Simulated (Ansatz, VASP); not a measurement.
## TaN: VASP beside Ansatz

```
Ta N
1.0
     0.00000    1.85967    2.18784
     2.18784    0.00000    2.18784
     2.18784    1.85967    0.00000
Ta N
1 1
Direct
  0.50000 0.50000 0.50000
  0.00000 0.00000 0.00000
```

Change from the starting cell: strain -0.1500 x Voigt [0, 1, 0, 0, 0, 0], atoms carried along.

Alike in both runs: task single point; functional PBEsol; k mesh 24 × 24 × 24; occupations gaussian, width 0.15 eV; no spin polarisation.

|  | VASP | Ansatz |
| --- | --- | --- |
| version | VASP 6.6.1 | Ansatz 0.2.0 |
| potentials or method | VASP PAW PBE potentials, release 64 (Ta_pv, N), cutoff 520 eV | scalar-relativistic, plane waves, PAW |
| valence electrons in the cell | 16 | 18 |

|  | VASP | Ansatz | Ansatz less VASP |
| --- | --- | --- | --- |
| gap on the k mesh at the Fermi level (eV) | none | none | - |
| pressure (GPa) | 122.9 | 119.8 | -3.09 |
| traceless stress, the component that is largest in VASP (GPa) | 170.07 | 167.75 | -2.317 |

VASP's potentials were made for PBE, not for PBEsol. A gap of «none» marks a metal or a gap that the smearing closes. Both programs put the cell under a high pressure, so it lies far from rest at this level. VASP's potentials hold 16 valence electrons a cell and Ansatz's 18, so a difference there can come from the potentials and not from the codes.

Neither program's run includes spin-orbit coupling. Noted on VASP's run: the cell as given lies far from equilibrium.
